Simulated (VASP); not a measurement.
# Re (Fd-3m) in VASP: a series of runs

Re is run at these levels: r2SCAN; tasks: relaxation of cell and atoms, single point.

Everything below comes from runs of VASP 6.6.1. Logs are shortened: lines on timing, memory, paths and dates and some standing lists are left out, and cuts for length are marked.

**1. The cell of the first run**

It takes space group Fd-3m (No. 227, cubic). The conventional cell has a = 5.350 Å, b = 5.350 Å, c = 5.350 Å, α = 90.00°, β = 90.00°, γ = 90.00°. Within 3.1 Å of Re (site symmetry -43m) lie 4 Re at 2.32 Å.

This isn't the form of Re at room conditions, which is hcp.

**2. Relaxation of cell and atoms, r2SCAN, target pressure 30 GPa, at which the enthalpy is minimised**

Input file POSCAR:

```
Re
1.0
    0.0000000000      2.6750000000      2.6750000000
    2.6750000000      0.0000000000      2.6750000000
    2.6750000000      2.6750000000      0.0000000000
Re
2
Direct
    0.0000000000      0.0000000000      0.0000000000
    0.2500000000      0.2500000000      0.2500000000
```

Input file INCAR.step1:

```
SYSTEM = Re
  PREC = Accurate
  ENCUT = 550
  ISMEAR = -1
  SIGMA = 0.05
  LREAL = .False.
  LASPH = .True.
  NELM = 120
  GGA = PE
  ALGO = Normal
  EDIFF = 1E-5
  LWAVE = .True.
  LCHARG = .False.
  GGA_COMPAT = .False.
  IBRION = 2
  ISIF = 3
  EDIFFG = -0.005
  NELMIN = 4
  NSW = 100
```

Input file INCAR.step2:

```
SYSTEM = Re
  PREC = Accurate
  ENCUT = 550
  EDIFF = 1E-7
  ISMEAR = -1
  SIGMA = 0.05
  LREAL = .False.
  LASPH = .True.
  NELM = 120
  ALGO = Normal
  ISIF = 3
  LWAVE = .False.
  LCHARG = .False.
  METAGGA = R2SCAN
  LMIXTAU = .True.
  IBRION = 2
  NSW = 60
  EDIFFG = -0.02
  PSTRESS = 300.0
  ISTART = 1
  GGA_COMPAT = .False.
  NELMIN = 4
```

Input file KPOINTS:

```
regular mesh
0
Gamma
  6 6 6
  0 0 0
```

Potentials or basis: VASP PAW PBE potentials, release 64 (Re_sv_GW).

The run is started by

```console
cat potpaw_PBE.64/Re_sv_GW/POTCAR > POTCAR
cp INCAR.step1 INCAR
mpirun -np 1 vasp_std > vasp.out
cp INCAR.step2 INCAR
mpirun -np 1 vasp_std > vasp.out
```

OUTCAR:

```text
SYSTEM = Re
   PREC = Accurate
   ENCUT = 550
   EDIFF = 1E-7
   ISMEAR = -1
   LREAL = .False.
   LASPH = .True.
   NELM = 120
   ISIF = 3
   METAGGA = R2SCAN
   IBRION = 2
   NSW = 60
   EDIFFG = -0.02
   PSTRESS = 300.0
   ISTART = 1
   NELMIN = 4

 ion  position               nearest neighbor table
   1  0.000  0.000  0.000-   2 2.32   2 2.32   2 2.32   2 2.32
   2  0.250  0.250  0.250-   1 2.32   1 2.32   1 2.32   1 2.32

  LATTYP: Found a face centered cubic cell.
 ALAT       =     5.3500000000

  Lattice vectors:

 A1 = (   0.0000000000,   2.6750000000,   2.6750000000)
 A2 = (   2.6750000000,   0.0000000000,   2.6750000000)
 A3 = (   2.6750000000,   2.6750000000,   0.0000000000)

Analysis of symmetry for initial positions (statically):
=====================================================================
 Subroutine PRICEL returns:
 Original cell was already a primitive cell.

 Routine SETGRP: Setting up the symmetry group for a
 face centered cubic supercell.

 Subroutine GETGRP returns: Found 48 space group operations
 (whereof 24 operations were pure point group operations)
 out of a pool of 48 trial point group operations.

The static configuration has the point symmetry T_d .
 The point group associated with its full space group is O_h .

Analysis of symmetry for dynamics (positions and initial velocities):
=====================================================================
 Subroutine PRICEL returns:
 Original cell was already a primitive cell.

 Routine SETGRP: Setting up the symmetry group for a
 face centered cubic supercell.

 Subroutine GETGRP returns: Found 48 space group operations
 (whereof 24 operations were pure point group operations)
 out of a pool of 48 trial point group operations.

The dynamic configuration has the point symmetry T_d .
 The point group associated with its full space group is O_h .

 Subroutine INISYM returns: Found 48 space group operations
 (whereof 24 operations are pure point group operations),
 and found     1 'primitive' translations

----------------------------------------------------------------------------------------

                                     Primitive cell

  volume of cell :      38.2826

  direct lattice vectors                    reciprocal lattice vectors
     0.000000000  2.675000000  2.675000000    -0.186915888  0.186915888  0.186915888
     2.675000000  0.000000000  2.675000000     0.186915888 -0.186915888  0.186915888
     2.675000000  2.675000000  0.000000000     0.186915888  0.186915888 -0.186915888

  length of vectors
     3.783021279  3.783021279  3.783021279     0.323747814  0.323747814  0.323747814

  position of ions in fractional coordinates (direct lattice)
     0.000000000  0.000000000  0.000000000
     0.250000000  0.250000000  0.250000000

  ion indices of the primitive-cell ions
   primitive index   ion index
                 1           1
                 2           2

----------------------------------------------------------------------------------------

 KPOINTS: regular mesh

Automatic generation of k-mesh.
 Grid dimensions read from file:
 generate k-points for:    6    6    6

 Generating k-lattice:

  Cartesian coordinates                     Fractional coordinates (reciprocal lattice)
    -0.031152648  0.031152648  0.031152648     0.166666667  0.000000000  0.000000000
     0.031152648 -0.031152648  0.031152648     0.000000000  0.166666667  0.000000000
     0.031152648  0.031152648 -0.031152648     0.000000000  0.000000000  0.166666667

  Length of vectors
     0.053957969  0.053957969  0.053957969

  Shift w.r.t. Gamma in fractional coordinates (k-lattice)
     0.000000000  0.000000000  0.000000000

 Subroutine IBZKPT returns following result:
 ===========================================

 Found     16 irreducible k-points:

 Following reciprocal coordinates:
            Coordinates               Weight
  0.000000  0.000000  0.000000      1.000000
  0.166667  0.000000  0.000000      8.000000
  0.333333  0.000000  0.000000      8.000000
  0.500000  0.000000  0.000000      4.000000
  0.166667  0.166667  0.000000      6.000000
  0.333333  0.166667  0.000000     24.000000
[... 8 lines left out ...]
 -0.333333  0.333333  0.166667     24.000000
 -0.333333  0.500000  0.166667     12.000000
   k-points           NKPTS =     16   k-points in BZ     NKDIM =     16   number of bands    NBANDS=     19
   number of dos      NEDOS =    301   number of ions     NIONS =      2
   total plane-waves  NPLWV =  27000
   dimension x,y,z NGX =    30 NGY =   30 NGZ =   30
   dimension x,y,z NGXF=    60 NGYF=   60 NGZF=   60
   ions per type =               2
   NGX,Y,Z   is equivalent  to a cutoff of  13.18, 13.18, 13.18 a.u.
   NGXF,Y,Z  is equivalent  to a cutoff of  26.37, 26.37, 26.37 a.u.
 SYSTEM =  Re
   PREC   = accura    normal or accurate (medium, high low for compatibility)
   ISTART =      1    job   : 0-new  1-cont  2-samecut
   ICHARG =      0    charge: 1-file 2-atom 10-const
   ISPIN  =      1    spin polarized calculation?
   LNONCOLLINEAR =      F non collinear calculations
   LSORBIT =      F    spin-orbit coupling
   LASPH  =      T    aspherical Exc in radial PAW
   ENCUT  =  550.0 eV  40.42 Ry    6.36 a.u.   7.23  7.23  7.23*2*pi/ulx,y,z
   NELM   =    120;   NELMIN=  4; NELMDL=  0     # of ELM steps
   EDIFF  = 0.1E-06   stopping-criterion for ELM
   LREAL  =      F    real-space projection
   EDIFFG = -.2E-01   stopping-criterion for IOM
   NSW    =     60    number of steps for IOM
   IBRION =      2    ionic relax: 0-MD 1-quasi-New 2-CG
   NFREE  =      1    steps in history (QN), initial steepest desc. (CG)
   ISIF   =      3    stress and relaxation
   ISYM   =      2    0-nonsym 1-usesym 2-fastsym
   POTIM  = 0.5000    time-step for ionic-motion
   TEBEG  =    0.0;   TEEND  =   0.0 temperature during run
   PSTRESS=  300.0 pullay stress
   NELECT =      30.0000    total number of electrons
   NUPDOWN=      -1.0000    fix difference up-down
   EMIN   =  10.00;   EMAX   =-10.00  energy-range for DOS
   EFERMI =   0.00;   METHOD = LEGACY
   ISMEAR =    -1;   SIGMA  =   0.05  broadening in eV -4-tet -1-fermi 0-gaus
   EFERMI_NEDOS =   21; number of points for ismear=-14 and -15
   IALGO  =     38    algorithm
   IMIX   =      4    mixing-type and parameters
     AMIX     =   0.40;   BMIX     =  1.00
     AMIX_MAG =   1.60;   BMIX_MAG =  1.00
  volume/ion in A,a.u.               =      19.14       129.17
  Fermi-wavevector in a.u.,A,eV,Ry     =   1.509320  2.852202 30.994729  2.278048
  Thomas-Fermi vector in A             =   2.619658
   LORBIT       =      0    0 simple, 1 ext, 2 COOP (PROOUT), +10 PAW based schemes
   METAGGA = R2SCAN    functional components
   LHFCALC =     F    Hartree Fock is set to
   AEXX    =    0.0000 exact exchange contribution
   IVDW    =     0    specifies the selected vdW correction
   LEPSILON=     F    determine dielectric tensor
   LRPA    =     F    only Hartree local field effects (RPA)
 conjugate gradient relaxation of ions
 non-spin polarized calculation
  energy-cutoff  :      550.00
  volume of cell :       38.28
 maximum number of plane-waves:      1139
 NGX is ok and might be reduce to    30
   NGX = 15   NGY = 15   NGZ = 15

--------------------------------------- Ionic step        1  -------------------------------------------

 number of electron      29.9999999 magnetization

 Free energy of the ion-electron system (eV)
  ---------------------------------------------------
  ext. energy  EPLUGINS =         0.00000000
  ---------------------------------------------------
  free energy    TOTEN  =      -104.28395110 eV

  energy without entropy =     -104.26933238  energy(sigma->0) =     -104.27664174

------------------------ aborting loop because EDIFF is reached ----------------------------------------

  FORCE on cell =-STRESS in cart. coord.  units (eV):
  Direction    XX          YY          ZZ          XY          YZ          ZX
  --------------------------------------------------------------------------------------
  -------------------------------------------------------------------------------------
  Total        8.5949529      8.5949529      8.5949529      0.0000000     -0.0000000      0.0000000
  in kB      359.7101798    359.7101798    359.7101798      0.0000000     -0.0000000      0.0000000
  external PRESSURE =      59.7101798 kB  Pullay stress =     300.0000000 kB

 VOLUME and BASIS-vectors are now :
 -----------------------------------------------------------------------------
  energy-cutoff  :      550.00
  volume of cell :       38.28
      direct lattice vectors                 reciprocal lattice vectors
     0.000000000  2.675000000  2.675000000    -0.186915888  0.186915888  0.186915888
     2.675000000  0.000000000  2.675000000     0.186915888 -0.186915888  0.186915888
     2.675000000  2.675000000  0.000000000     0.186915888  0.186915888 -0.186915888

 POSITION                                       TOTAL-FORCE (eV/Angst)
 -----------------------------------------------------------------------------------
      0.00000      0.00000      0.00000        -0.000000     -0.000000     -0.000000
      1.33750      1.33750      1.33750         0.000000      0.000000      0.000000
 -----------------------------------------------------------------------------------
    total drift:                                0.000000     -0.000000      0.000000

  FREE ENERGIE OF THE ION-ELECTRON SYSTEM (eV)
  ---------------------------------------------------
  free  energy   TOTEN  =      -104.2839511049 eV
[... 57 lines left out ...]
 VOLUME and BASIS-vectors are now :
 -----------------------------------------------------------------------------
  energy-cutoff  :      550.00
  volume of cell :       39.02
      direct lattice vectors                 reciprocal lattice vectors
     0.000000000  2.692094594  2.692094594    -0.185728986  0.185728986  0.185728986
     2.692094594 -0.000000000  2.692094594     0.185728986 -0.185728986  0.185728986
     2.692094594  2.692094594 -0.000000000     0.185728986  0.185728986 -0.185728986

 POSITION                                       TOTAL-FORCE (eV/Angst)
 -----------------------------------------------------------------------------------
      0.00000     -0.00000      0.00000         0.000000      0.000000      0.000000
      1.34605      1.34605      1.34605        -0.000000     -0.000000     -0.000000
 -----------------------------------------------------------------------------------
    total drift:                                0.000000     -0.000000      0.000000

  FREE ENERGIE OF THE ION-ELECTRON SYSTEM (eV)
  ---------------------------------------------------
  free  energy   TOTEN  =      -104.4352630734 eV

  energy  without entropy=     -104.4204581636  energy(sigma->0) =     -104.42786062

  enthalpy is  TOTEN    =       -97.1287256066 eV   P V=        7.3065374669

--------------------------------------- Ionic step        4  -------------------------------------------

 number of electron      30.0000003 magnetization

 Free energy of the ion-electron system (eV)
  ---------------------------------------------------
  ext. energy  EPLUGINS =         0.00000000
  ---------------------------------------------------
  free energy    TOTEN  =      -104.42974355 eV

  energy without entropy =     -104.41494602  energy(sigma->0) =     -104.42234478

 E-fermi :   8.4759     XC(G=0): -13.0174

 val. band max:        8.4734550942   @ k =  -0.3333   0.3333   0.1667
 cond. band min:       8.6126047187   @ k =  -0.3333   0.3333   0.1667
 fundamental gap:      0.1391496245
 Fermi energy:         8.4758912913

 k-point     1 :       0.0000    0.0000    0.0000
  band No.  band energies     occupation
      1     -73.1555      2.00000
      2     -72.5367      2.00000
      3     -34.8944      2.00000
      4     -34.8944      2.00000
      5     -34.8944      2.00000
      6     -33.4338      2.00000
[... 11 lines left out ...]
     18      13.7225      0.00000
     19      13.7225      0.00000

 k-point     2 :       0.1667    0.0000    0.0000
  band No.  band energies     occupation
      1     -73.1258      2.00000
      2     -72.5680      2.00000
      3     -34.9390      2.00000
      4     -34.9390      2.00000
      5     -34.8898      2.00000
      6     -33.4396      2.00000
[... 332 lines left out ...]
 VOLUME and BASIS-vectors are now :
 -----------------------------------------------------------------------------
  energy-cutoff  :      550.00
  volume of cell :       38.99
      direct lattice vectors                 reciprocal lattice vectors
     0.000000000  2.691413870  2.691413870    -0.185775962  0.185775962  0.185775962
     2.691413870 -0.000000000  2.691413870     0.185775962 -0.185775962  0.185775962
     2.691413870  2.691413870 -0.000000000     0.185775962  0.185775962 -0.185775962

 POSITION                                       TOTAL-FORCE (eV/Angst)
 -----------------------------------------------------------------------------------
      0.00000      0.00000      0.00000         0.000000      0.000000      0.000000
      1.34571      1.34571      1.34571        -0.000000     -0.000000     -0.000000
 -----------------------------------------------------------------------------------
    total drift:                                0.000000     -0.000000      0.000000

  FREE ENERGIE OF THE ION-ELECTRON SYSTEM (eV)
  ---------------------------------------------------
  free  energy   TOTEN  =      -104.4297435480 eV

  energy  without entropy=     -104.4149460164  energy(sigma->0) =     -104.42234478

  enthalpy is  TOTEN    =       -97.1287472768 eV   P V=        7.3009962712

 reached required accuracy - stopping structural energy minimisation
```

It took 3.6 min on 1 thread of Intel Xeon 6975P-C (Granite Rapids), shared host; peak memory 0.18 GiB.

Results:

```
Free energy                                                : -104.4297 eV
Relaxed volume                                             : 19.50 Å³/atom
Relaxed cell                                               : a = 3.806 Å, b = 3.806 Å, c = 3.806 Å, α = 60.00°, β = 60.00°, γ = 60.00°
Space group after relaxing (to 0.1 Å)                      : Fd-3m (No. 227)
Energy change on relaxing (the run minimises the enthalpy) : -72.9 meV/atom
Ionic steps                                                : 4
Pressure after relaxing                                    : 30.0 GPa
Band gap on the k mesh                                     : zero (bands 15 and 16 overlap by 1.37 eV)
```

The path:
```csv
step,energy change (eV),largest force (eV/Å),pressure (GPa),volume (Å³)
1,0.0000,0.0000,35.97,38.28
2,-0.5267,0.0000,7.61,42.37
3,-0.1513,0.0000,29.76,39.02
4,-0.1458,0.0000,30.00,38.99
```

Final structure:
```cif
data_structure
_symmetry_space_group_name_H-M 'P 1'
_symmetry_Int_Tables_number 1
_cell_length_a 3.8062
_cell_length_b 3.8062
_cell_length_c 3.8062
_cell_angle_alpha 60.000
_cell_angle_beta 60.000
_cell_angle_gamma 60.000
_cell_volume 38.99
loop_
_atom_site_label
_atom_site_type_symbol
_atom_site_fract_x
_atom_site_fract_y
_atom_site_fract_z
_atom_site_occupancy
Re1 Re 0.00000 0.00000 0.00000 1
Re2 Re 0.25000 0.25000 0.25000 1
```

Caveat: the cell is relaxed towards a set pressure, so the run minimises the enthalpy, not the energy; the PAW data sets were made with another functional, which shifts forces and pressure a little; spin-orbit coupling is left out, which moves the levels of the heavy elements.

**3. Single point, r2SCAN**

This run uses another cell than the first one, of 22.16 Å³/atom.

Input file POSCAR:

```
Re
1.0
    0.0000000000      2.8088534894      2.8088534894
    2.8088534894      0.0000000000      2.8088534894
    2.8088534894      2.8088534894      0.0000000000
Re
2
Direct
    0.0000000000      0.0000000000      0.0000000000
    0.2500000000      0.2500000000      0.2500000000
```

Input file INCAR.step1:

```
PREC = Accurate ; ENCUT = 550
ISMEAR = -1 ; SIGMA = 0.05
LREAL = False ; LASPH = True
NELM = 120 ; NBANDS = 22
GGA = PE ; ALGO = Normal
EDIFF = 1E-5 ; LWAVE = True
LCHARG = False ; GGA_COMPAT = False
```

Input file INCAR.step2:

```
PREC = Accurate ; ENCUT = 550
EDIFF = 1E-6 ; ISMEAR = -1
SIGMA = 0.05 ; LREAL = False
LASPH = True ; NELM = 120
ALGO = Normal ; ISIF = 2
LWAVE = False ; LCHARG = True
METAGGA = R2SCAN ; LMIXTAU = True
LELF = True ; LVHAR = True
NBANDS = 22 ; ISTART = 1
GGA_COMPAT = False
```

Input file KPOINTS:

```
regular mesh
0
Gamma
  6 6 6
```

Potentials or basis: VASP PAW PBE potentials, release 64 (Re_sv_GW).

The run is started by

```console
cat potpaw_PBE.64/Re_sv_GW/POTCAR > POTCAR
cp INCAR.step1 INCAR
mpirun -np 1 vasp_std > vasp.out
cp INCAR.step2 INCAR
mpirun -np 1 vasp_std > vasp.out
```

Wall time 85 s (1 thread of Intel Xeon 6975P-C (Granite Rapids), shared host); peak memory 0.17 GiB.

The run converged. Its results:

```yaml
Free_energy: -104.9040 eV
Pressure: -1.2 GPa
Band_gap_on_the_k_mesh: zero (bands 15 and 16 overlap by 1.14 eV)
```

Levels at points of the mesh, in eV from the Fermi level:
```tsv
k point	band 12	band 13	band 14	band 15	band 16	band 17	band 18	band 19
(0.00, 0.00, 0.00)	-2.42	-2.42	-2.42	0.75	0.75	0.75	4.45	4.45
(0.50, 0.00, 0.00)	-2.82	-2.64	-2.64	-0.91	1.83	1.83	3.52	3.52
(0.50, 0.50, 0.00)	-2.58	-2.01	-2.01	0.03	0.03	3.92	3.92	4.83
```

Caveat: the PAW data sets were made with another functional, which shifts forces and pressure a little; spin-orbit coupling is left out, which moves the levels of the heavy elements.
